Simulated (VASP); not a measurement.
Set up this calculation in VASP 6.6.1, as the native input.

- Task: single point
- Functional: LDA
- Potentials or basis: VASP PAW LDA potentials, release 64 (Ru_pv)
- Cutoff: 520 eV
- k mesh: 24 × 24 × 24
- Occupations: gaussian, width 0.15 eV
- Spin: no spin polarisation
- Dipole correction: no
- Further INCAR settings: ALGO = Fast; EDIFF = 1e-06; NBANDS = 13

The structure of Ru lies in POSCAR:

```
Ru
1.0
    0.0000000000      1.9150000000      1.9150000000
    1.9150000000      0.0000000000      1.9150000000
    1.9150000000      1.9150000000      0.0000000000
Ru
1
Direct
    0.0000000000      0.0000000000      0.0000000000
```

One way to write it, as run:

INCAR

```
  PREC = Accurate
  ENCUT = 520
  EDIFF = 1E-6
  ISMEAR = 0
  SIGMA = 0.15
  LREAL = False
  LASPH = True
  NELM = 80
  ALGO = Fast
  ISIF = 2
  LWAVE = False
  LCHARG = False
  GGA = CA
  NBANDS = 13
```

KPOINTS

```
regular mesh
0
Gamma
  24 24 24
```

Potentials or basis: VASP PAW LDA potentials, release 64 (Ru_pv).

Run with:

```bash
$ cat potpaw_LDA.64/Ru_pv/POTCAR > POTCAR
$ mpirun -np 1 vasp_std > vasp.out
```

Results of the run:

```
Pressure               : -19.8 GPa
Band gap on the k mesh : zero (band 7 reaches 14.15 eV, above the bottom of band 8 at 10.79 eV)
```

It took 2.1 min on 1 thread of AMD EPYC 7R13, on a shared host, peak memory 0.14 GiB.
